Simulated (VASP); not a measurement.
# Li4NbO4 (Cm) in VASP: notebook

Runs on Li4NbO4. Level: PBEsol. Tasks: single point.

Everything below comes from runs of VASP 6.6.1. Logs are shortened: lines on timing, memory, paths and dates and some standing lists are left out, and cuts for length are marked.

**1. The cell of the first run**

The structure is monoclinic, space group Cm (No. 8). Conventional cell: a = 10.782 Å, b = 3.260 Å, c = 7.624 Å, α = 90.00°, β = 135.00°, γ = 90.00°. Within 2.4 Å of Li (site symmetry m) lie 2 O at 1.73 Å and 2 Li at 2.33 Å. Li (site symmetry m) has 4 O at 1.92 to 2.04 Å and 2 Li at 2.51 Å within 2.6 Å. Within 2.6 Å of Li (site symmetry m) lie 4 O at 1.92 to 2.04 Å and 4 Li at 2.33 to 2.51 Å. Li (site symmetry m) has 4 O at 1.92 to 2.04 Å within 2.5 Å. Nb (site symmetry m) has 4 O at 1.94 Å within 2.6 Å. Within 2.6 Å of O (site symmetry m) lie 5 Li at 1.92 to 2.55 Å and 1 Nb at 1.94 Å. O (site symmetry m) has 4 Li at 1.73 to 2.04 Å and 1 Nb at 1.94 Å within 2.3 Å. Within 2.5 Å of O (site symmetry m) lie 3 Li at 1.92 to 1.94 Å and 1 Nb at 1.94 Å.

**2. Single point, PBEsol (atom 1 (Li) moved by +0.203 Å along [1 0 0] and -0.810 Å along [0 1 0])**

Input file INCAR:

```
PREC = Accurate
ENCUT = 520
EDIFF = 1E-7
ISMEAR = 0
SIGMA = 0.05
LREAL = False
LASPH = True
NELM = 60
ALGO = Normal
ISIF = 2
LWAVE = False
LCHARG = True
GGA = PS
LELF = True
LVHAR = True
NBANDS = 34
```

Input file KPOINTS:

```
Automatic mesh
0
Gamma
  10 10 10
```

Input file POSCAR:

```
Li4NbO4
1.0
   -3.8119495391      3.8119495391      1.6301049253
    3.8119495391     -3.8119495391      1.6301049253
    3.8119495391      3.8119495391     -1.6301049253
Li Nb O
4 1 4
Direct
    0.4403998329      0.1838892340      0.6242890669
    0.8426719780      0.3341549847      0.1768269627
    0.1573280220      0.6658450153      0.8231730373
    0.6658450153      0.8426719780      0.5085169933
    0.0000000000      0.0000000000      0.0000000000
    0.7589255465      0.0797104317      0.8386359782
    0.9202895683      0.7589255465      0.6792151148
    0.0797104317      0.2410744535      0.3207848852
    0.2410744535      0.9202895683      0.1613640218
```

Potentials or basis: VASP PAW PBE potentials, release 64 (Li_sv, Nb_sv, O).

On the command line:

```
cat potpaw_PBE.64/Li_sv/POTCAR potpaw_PBE.64/Nb_sv/POTCAR potpaw_PBE.64/O/POTCAR > POTCAR
mpirun -np 1 vasp_std > vasp.out
```

OUTCAR:

```text
PREC = Accurate
   ENCUT = 520
   EDIFF = 1E-7
   ISMEAR = 0
   LREAL = False
   LASPH = True
   NELM = 60
   ISIF = 2
   GGA = PS

 ion  position               nearest neighbor table
   1  0.440  0.184  0.624-   7 1.73   7 1.73   3 2.33   3 2.33
   2  0.843  0.334  0.177-   9 1.92   9 1.92   8 1.94   6 2.04   3 2.51   3 2.51   5 2.82
   3  0.157  0.666  0.823-   6 1.92   6 1.92   7 1.94   9 2.04   1 2.33   1 2.33   2 2.51   2 2.51
                             5 2.82
   4  0.666  0.843  0.509-   8 1.92   8 1.92   6 1.94   7 2.04   5 2.82
   5  0.000  0.000  0.000-   7 1.94   8 1.94   6 1.94   9 1.94   3 2.82   4 2.82   2 2.82
   6  0.759  0.080  0.839-   3 1.92   3 1.92   5 1.94   4 1.94   2 2.04
   7  0.920  0.759  0.679-   1 1.73   1 1.73   5 1.94   3 1.94   4 2.04
   8  0.080  0.241  0.321-   4 1.92   4 1.92   5 1.94   2 1.94
   9  0.241  0.920  0.161-   2 1.92   2 1.92   5 1.94   3 2.04

  LATTYP: Found a body centered tetragonal cell.
 ALAT       =     7.6238990782
 C/A-ratio  =     0.4276302476

  Lattice vectors:

 A1 = (  -3.8119495391,   3.8119495391,   1.6301049253)
 A2 = (   3.8119495391,  -3.8119495391,   1.6301049253)
 A3 = (   3.8119495391,   3.8119495391,  -1.6301049253)

Analysis of symmetry for initial positions (statically):
=====================================================================
 Subroutine PRICEL returns:
 Original cell was already a primitive cell.

 Routine SETGRP: Setting up the symmetry group for a
 body centered tetragonal supercell.

 Subroutine GETGRP returns: Found  2 space group operations
 (whereof  2 operations were pure point group operations)
 out of a pool of 16 trial point group operations.

The static configuration has the point symmetry C_1h.

Analysis of symmetry for dynamics (positions and initial velocities):
=====================================================================
 Subroutine PRICEL returns:
 Original cell was already a primitive cell.

 Routine SETGRP: Setting up the symmetry group for a
 body centered tetragonal supercell.

 Subroutine GETGRP returns: Found  2 space group operations
 (whereof  2 operations were pure point group operations)
 out of a pool of 16 trial point group operations.

The dynamic configuration has the point symmetry C_1h.

 Subroutine INISYM returns: Found  2 space group operations
 (whereof  2 operations are pure point group operations),
 and found     1 'primitive' translations

----------------------------------------------------------------------------------------

                                     Primitive cell

  volume of cell :      94.7480

  direct lattice vectors                    reciprocal lattice vectors
    -3.811949539  3.811949539  1.630104925     0.000000000  0.131166479  0.306728722
     3.811949539 -3.811949539  1.630104925     0.131166479  0.000000000  0.306728722
     3.811949539  3.811949539 -1.630104925     0.131166479  0.131166479  0.000000000

  length of vectors
     5.631976620  5.631976620  5.631976620     0.333597293  0.333597293  0.185497414

  position of ions in fractional coordinates (direct lattice)
     0.440399833  0.183889234  0.624289067
     0.842671978  0.334154985  0.176826963
     0.157328022  0.665845015  0.823173037
     0.665845015  0.842671978  0.508516993
     0.000000000  0.000000000  0.000000000
     0.758925547  0.079710432  0.838635978
     0.920289568  0.758925547  0.679215115
     0.079710432  0.241074453  0.320784885
     0.241074453  0.920289568  0.161364022

  ion indices of the primitive-cell ions
   primitive index   ion index
                 1           1
                 2           2
                 3           3
                 4           4
                 5           5
                 6           6
                 7           7
                 8           8
                 9           9

----------------------------------------------------------------------------------------

 KPOINTS: Automatic mesh

Automatic generation of k-mesh.
 Grid dimensions read from file:
 generate k-points for:   10   10   10

 Generating k-lattice:

  Cartesian coordinates                     Fractional coordinates (reciprocal lattice)
     0.000000000  0.013116648  0.030672872     0.100000000  0.000000000  0.000000000
     0.013116648  0.000000000  0.030672872     0.000000000  0.100000000  0.000000000
     0.013116648  0.013116648  0.000000000     0.000000000  0.000000000  0.100000000

  Length of vectors
     0.033359729  0.033359729  0.018549741

  Shift w.r.t. Gamma in fractional coordinates (k-lattice)
     0.000000000  0.000000000  0.000000000

 Subroutine IBZKPT returns following result:
 ===========================================

 Found    282 irreducible k-points:

 Following reciprocal coordinates:
            Coordinates               Weight
  0.000000  0.000000  0.000000      1.000000
  0.100000  0.000000 -0.000000      4.000000
  0.100000  0.000000 -0.100000      4.000000
  0.200000  0.000000 -0.000000      4.000000
  0.200000  0.000000 -0.200000      4.000000
  0.300000 -0.000000  0.000000      4.000000
[... 16 lines left out ...]
  0.500000  0.000000 -0.400000      4.000000
 -0.100000 -0.400000  0.000000      4.000000
 [... further k-points ...]
   k-points           NKPTS =    282   k-points in BZ     NKDIM =    282   number of bands    NBANDS=     34
   number of dos      NEDOS =    301   number of ions     NIONS =      9
   total plane-waves  NPLWV =  74088
   dimension x,y,z NGX =    42 NGY =   42 NGZ =   42
   dimension x,y,z NGXF=    84 NGYF=   84 NGZF=   84
   ions per type =               4   1   4
   NGX,Y,Z   is equivalent  to a cutoff of  12.40, 12.40, 12.40 a.u.
   NGXF,Y,Z  is equivalent  to a cutoff of  24.80, 24.80, 24.80 a.u.
 SYSTEM =  unknown system
   PREC   = accura    normal or accurate (medium, high low for compatibility)
   ISTART =      0    job   : 0-new  1-cont  2-samecut
   ICHARG =      2    charge: 1-file 2-atom 10-const
   ISPIN  =      1    spin polarized calculation?
   LNONCOLLINEAR =      F non collinear calculations
   LSORBIT =      F    spin-orbit coupling
   LASPH  =      T    aspherical Exc in radial PAW
   ENCUT  =  520.0 eV  38.22 Ry    6.18 a.u.  10.47 10.47 10.47*2*pi/ulx,y,z
   NELM   =     60;   NELMIN=  2; NELMDL= -5     # of ELM steps
   EDIFF  = 0.1E-06   stopping-criterion for ELM
   LREAL  =      F    real-space projection
   EDIFFG = 0.1E-05   stopping-criterion for IOM
   NSW    =      0    number of steps for IOM
   IBRION =     -1    ionic relax: 0-MD 1-quasi-New 2-CG
   NFREE  =      0    steps in history (QN), initial steepest desc. (CG)
   ISIF   =      2    stress and relaxation
   ISYM   =      2    0-nonsym 1-usesym 2-fastsym
   POTIM  = 0.5000    time-step for ionic-motion
   TEBEG  =    0.0;   TEEND  =   0.0 temperature during run
   PSTRESS=    0.0 pullay stress
   NELECT =      49.0000    total number of electrons
   NUPDOWN=      -1.0000    fix difference up-down
   EMIN   =  10.00;   EMAX   =-10.00  energy-range for DOS
   EFERMI =   0.00;   METHOD = LEGACY
   ISMEAR =     0;   SIGMA  =   0.05  broadening in eV -4-tet -1-fermi 0-gaus
   EFERMI_NEDOS =   21; number of points for ismear=-14 and -15
   IALGO  =     38    algorithm
   IMIX   =      4    mixing-type and parameters
     AMIX     =   0.40;   BMIX     =  1.00
     AMIX_MAG =   1.60;   BMIX_MAG =  1.00
  volume/ion in A,a.u.               =      10.53        71.04
  Fermi-wavevector in a.u.,A,eV,Ry     =   1.314065  2.483223 23.494096  1.726767
  Thomas-Fermi vector in A             =   2.444344
   LORBIT       =      0    0 simple, 1 ext, 2 COOP (PROOUT), +10 PAW based schemes
   GGA     = PS    functional components
   LHFCALC =     F    Hartree Fock is set to
   AEXX    =    0.0000 exact exchange contribution
   IVDW    =     0    specifies the selected vdW correction
   LEPSILON=     F    determine dielectric tensor
   LRPA    =     F    only Hartree local field effects (RPA)
 non-spin polarized calculation
 Gauss-broadening in eV      SIGMA  =   0.05
  energy-cutoff  :      520.00
  volume of cell :       94.75
 maximum number of plane-waves:      2570
 NGX is ok and might be reduce to    42
   NGX = 21   NGY = 21   NGZ = 21

 number of electron      48.9999998 magnetization

 Free energy of the ion-electron system (eV)
  ---------------------------------------------------
  ext. energy  EPLUGINS =         0.00000000
  ---------------------------------------------------
  free energy    TOTEN  =       -58.37605326 eV

  energy without entropy =      -58.37605326  energy(sigma->0) =      -58.37605326

 E-fermi :   3.2592     XC(G=0): -10.0089

 val. band max:        3.0385981517   @ k =  -0.1000  -0.1000   0.1000
 cond. band min:       4.2969262417   @ k =  -0.3000  -0.4000   0.3000
 fundamental gap:      1.2583280900
 Fermi energy:         3.2591662961

 k-point     1 :       0.0000    0.0000    0.0000
  band No.  band energies     occupation
      1     -51.8715      2.00000
      2     -40.4586      2.00000
      3     -40.2607      2.00000
      4     -39.6047      2.00000
      5     -39.5879      2.00000
      6     -28.2042      2.00000
[... 26 lines left out ...]
     33      11.5895      0.00000
     34      13.4582      0.00000

 k-point     2 :       0.1000    0.0000   -0.0000
  band No.  band energies     occupation
      1     -51.8695      2.00000
      2     -40.4560      2.00000
      3     -40.2617      2.00000
      4     -39.6040      2.00000
      5     -39.5876      2.00000
      6     -28.2016      2.00000
[... 26 lines left out ...]
     33      11.5528      0.00000
     34      13.2207      0.00000

 k-point     3 :       0.1000    0.0000   -0.1000
  band No.  band energies     occupation
      1     -51.8695      2.00000
      2     -40.4560      2.00000
      3     -40.2617      2.00000
      4     -39.6040      2.00000
      5     -39.5876      2.00000
      6     -28.2016      2.00000
[... 26 lines left out ...]
     33      11.4963      0.00000
     34      13.2439      0.00000

 k-point     4 :       0.2000    0.0000   -0.0000
  band No.  band energies     occupation
      1     -51.8644      2.00000
      2     -40.4490      2.00000
      3     -40.2643      2.00000
      4     -39.6021      2.00000
      5     -39.5869      2.00000
      6     -28.1948      2.00000
[... 26 lines left out ...]
     33      11.6743      0.00000
     34      12.8638      0.00000

 k-point     5 :       0.2000    0.0000   -0.2000
  band No.  band energies     occupation
      1     -51.8644      2.00000
      2     -40.4490      2.00000
      3     -40.2643      2.00000
      4     -39.6021      2.00000
      5     -39.5869      2.00000
      6     -28.1948      2.00000
[... 621 lines left out ...]
 k-point    22 :       0.4000    0.1000   -0.0000
  band No.  band energies     occupation
      1     -51.8508      2.00000
      2     -40.4294      2.00000
      3     -40.2723      2.00000
      4     -39.5966      2.00000
      5     -39.5856      2.00000
      6     -28.1771      2.00000
[... 26 lines left out ...]
     33      12.0955      0.00000
     34      12.8604      0.00000

 k-point    23 :       0.5000    0.0000   -0.4000
  band No.  band energies     occupation
      1     -51.8508      2.00000
      2     -40.4294      2.00000
      3     -40.2723      2.00000
      4     -39.5966      2.00000
      5     -39.5856      2.00000
      6     -28.1771      2.00000
[... 26 lines left out ...]
     33      11.9635      0.00000
     34      12.8676      0.00000

 k-point    24 :      -0.1000   -0.4000    0.0000
  band No.  band energies     occupation
      1     -51.8508      2.00000
      2     -40.4294      2.00000
      3     -40.2723      2.00000
      4     -39.5966      2.00000
      5     -39.5856      2.00000
      6     -28.1771      2.00000
[... 26 lines left out ...]
     33      12.0138      0.00000
     34      12.8629      0.00000

 [... further k-points ...]

------------------------ aborting loop because EDIFF is reached ----------------------------------------

  FORCE on cell =-STRESS in cart. coord.  units (eV):
  Direction    XX          YY          ZZ          XY          YZ          ZX
  --------------------------------------------------------------------------------------
  -------------------------------------------------------------------------------------
  Total        0.4562712     -1.1683962      3.4154508     -0.0252373      0.0000000      0.0000000
  in kB        7.7154944    -19.7574504     57.7548920     -0.4267593      0.0000000      0.0000000
  external PRESSURE =      15.2376454 kB  Pullay stress =       0.0000000 kB

 VOLUME and BASIS-vectors are now :
 -----------------------------------------------------------------------------
  energy-cutoff  :      520.00
  volume of cell :       94.75
      direct lattice vectors                 reciprocal lattice vectors
    -3.811949539  3.811949539  1.630104925     0.000000000  0.131166479  0.306728722
     3.811949539 -3.811949539  1.630104925     0.131166479  0.000000000  0.306728722
     3.811949539  3.811949539 -1.630104925     0.131166479  0.131166479  0.000000000

 POSITION                                       TOTAL-FORCE (eV/Angst)
 -----------------------------------------------------------------------------------
      1.40195      3.35756      0.00000        -1.205466     -1.178276     -0.000000
     -1.26439      2.61250      1.63010         0.183604      0.058524     -0.000000
      5.07634      1.19945      0.00000         0.019120      0.818975      0.000000
      2.61250      1.26439      1.63010        -0.572380      0.133056     -0.000000
      0.00000      0.00000      0.00000         1.739737      2.009569     -0.000000
      0.60770      5.78597      0.00000         0.172751     -1.013075      0.000000
      1.97402      3.20425      1.63010         0.186864      0.401668     -0.000000
      1.83793      0.60770      0.00000        -0.301953     -0.719431     -0.000000
      3.20425     -1.97402      1.63010        -0.222277     -0.511012     -0.000000
 -----------------------------------------------------------------------------------
    total drift:                                0.000129     -0.000200     -0.000002

  FREE ENERGIE OF THE ION-ELECTRON SYSTEM (eV)
  ---------------------------------------------------
  free  energy   TOTEN  =       -58.3760532580 eV

  energy  without entropy=      -58.3760532580  energy(sigma->0) =      -58.37605326
```

Wall time 20 min (1 thread of Oxide Virtual Turin-like, shared host); peak memory 0.77 GiB.

Results:

```
Free energy            : -58.3761 eV
Largest force          : 2.658 eV/Å
Band gap on the k mesh : zero (an odd number of electrons rules out a gap without spin polarisation)
```

Forces on the atoms (eV/Å):
```
Li  -1.205 -1.178  0.000
Li   0.184  0.059  0.000
Li   0.019  0.819  0.000
Li  -0.572  0.133  0.000
Nb   1.740  2.010  0.000
O    0.173 -1.013  0.000
O    0.187  0.402  0.000
O   -0.302 -0.719  0.000
O   -0.222 -0.511  0.000
```

Caveat: the cell differs from its parent crystal (atom 1 (Li) moved by +0.203 Å along [1 0 0] and -0.810 Å along [0 1 0]); the cutoff is under 1.25 times the usual one of these potentials, so pressure, stress and relaxed cells hold a basis-set (Pulay) error; the PAW data sets were made with another functional, which shifts forces and pressure a little; an odd number of electrons without spin polarisation forces a metal; a magnetic or distorted state may lie lower.

**3. Single point, PBEsol (atom 1 (Li) moved by -0.405 Å along [1 0 0] and +0.203 Å along [0 1 0])**

Input file INCAR:

```
SYSTEM = Li4NbO4
  PREC = Accurate
  ENCUT = 520
  EDIFF = 1E-7
  ISMEAR = 0
  SIGMA = 0.05
  LREAL = .FALSE.
  LASPH = .TRUE.
  NELM = 100
  ALGO = Normal
  ISIF = 2
  LWAVE = .FALSE.
  LCHARG = .FALSE.
  GGA = PS
  NBANDS = 34
```

Input file KPOINTS:

```
Automatic mesh
0
G
  10 10 10
  0 0 0
```

Edit POSCAR of step 2 so:

```diff
@@ -8,3 +8,3 @@
 Direct
-    0.4403998329      0.1838892340      0.6242890669
+    0.3075937727      0.1042055979      0.4117993706
     0.8426719780      0.3341549847      0.1768269627
```

Potentials or basis: VASP PAW PBE potentials, release 64 (Li_sv, Nb_sv, O).

On the command line:

```
cat potpaw_PBE.64/Li_sv/POTCAR potpaw_PBE.64/Nb_sv/POTCAR potpaw_PBE.64/O/POTCAR > POTCAR
mpirun -np 1 vasp_std > vasp.out
```

It took 26 min on 1 thread of Oxide Virtual Turin-like, shared host; peak memory 0.77 GiB.

It converged, with:

- Free energy: -58.2174 eV
- Largest force: 6.408 eV/Å
- Band gap on the k mesh: zero (an odd number of electrons rules out a gap without spin polarisation)

Forces in eV/Å, atoms in the order of the input:
```
Li   5.809  2.706  0.000
Li  -0.303  0.036  0.000
Li  -0.025 -0.173  0.000
Li  -0.069  0.313  0.000
Nb  -0.977 -1.977  0.000
O    0.069  0.217  0.000
O    0.052 -0.006  0.000
O   -0.272  0.034  0.000
O   -4.282 -1.152  0.000
```

Levels at points of the mesh, in eV from the Fermi level:
| k point | band 21 | band 22 | band 23 | band 24 | band 25 | band 26 | band 27 | band 28 | band 29 | band 30 |
| --- | --- | --- | --- | --- | --- | --- | --- | --- | --- | --- |
| (0.00, 0.00, 0.00) | -2.43 | -1.85 | -1.76 | -1.75 | -1.61 | 2.83 | 3.05 | 3.22 | 4.15 | 6.18 |
| (0.50, 0.00, 0.00) | -2.94 | -2.20 | -1.94 | -1.89 | 1.75 | 1.97 | 3.39 | 4.33 | 4.95 | 6.06 |
| (0.50, 0.00, 0.50) | -2.67 | -2.25 | -2.03 | -1.87 | 1.80 | 1.90 | 3.40 | 4.33 | 4.95 | 6.07 |
| (0.50, 0.50, 0.00) | -2.57 | -2.06 | -1.94 | -1.70 | -1.68 | 2.83 | 3.05 | 3.29 | 4.69 | 6.10 |
| (0.00, 0.00, 0.50) | -2.42 | -2.08 | -1.97 | -1.94 | -1.79 | 2.83 | 3.05 | 3.24 | 4.64 | 6.09 |
| (0.50, 0.50, 0.50) | -2.35 | -2.08 | -2.04 | -1.90 | -1.55 | 2.78 | 2.86 | 3.07 | 4.73 | 6.13 |

Caveat: the cell differs from its parent crystal (atom 1 (Li) moved by -0.405 Å along [1 0 0] and +0.203 Å along [0 1 0]); the cutoff is under 1.25 times the usual one of these potentials, so pressure, stress and relaxed cells hold a basis-set (Pulay) error; the PAW data sets were made with another functional, which shifts forces and pressure a little; an odd number of electrons without spin polarisation forces a metal; a magnetic or distorted state may lie lower.

The gap in the log of VASP goes by the Fermi energy; the results here count the filled bands.